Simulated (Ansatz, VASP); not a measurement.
KMgF3: VASP beside Ansatz

```xyz
5
Lattice="4.1055 0.0000 0.0000 0.0000 4.1055 0.0000 0.0000 0.0000 3.9859" Properties=species:S:1:pos:R:3 pbc="T T T"
K     2.0527    2.0527    1.9929
Mg    0.0000    0.0000    0.0000
F     2.0527    0.0000    0.0000
F     0.0000    2.0527    0.0000
F     0.0000    0.0000    1.9929
```

Change from the starting cell: strain +0.030 along x and y, +0.000 along z, atoms carried along.

Alike in both runs: task single point; functional PBEsol; k mesh 6 × 6 × 6; occupations gaussian, width 0.05 eV; no spin polarisation.

|  | VASP | Ansatz |
| --- | --- | --- |
| version | VASP 6.6.1 | Ansatz 0.2.0 |
| potentials or method | VASP PAW PBE potentials, release 64 (K_sv, Mg, F), cutoff 520 eV | scalar-relativistic, plane waves, PAW |
| valence electrons in the cell | 32 | 40 |

```csv
,VASP,Ansatz,Ansatz less VASP
gap on the k mesh at the Fermi level (eV),6.70,6.72,+0.025
least direct gap on the mesh (eV),7.02,7.04,+0.023
pressure (GPa),-3.8,-3.4,+0.40
"traceless stress, the component that is largest in VASP (GPa)",1.58,1.58,+0.003
```

VASP's potentials were made for PBE, not for PBEsol. With one functional, cell and mesh, what is left measures potentials, basis and numerics. VASP's potentials hold 32 valence electrons a cell and Ansatz's 40, so a difference there can come from the potentials and not from the codes.
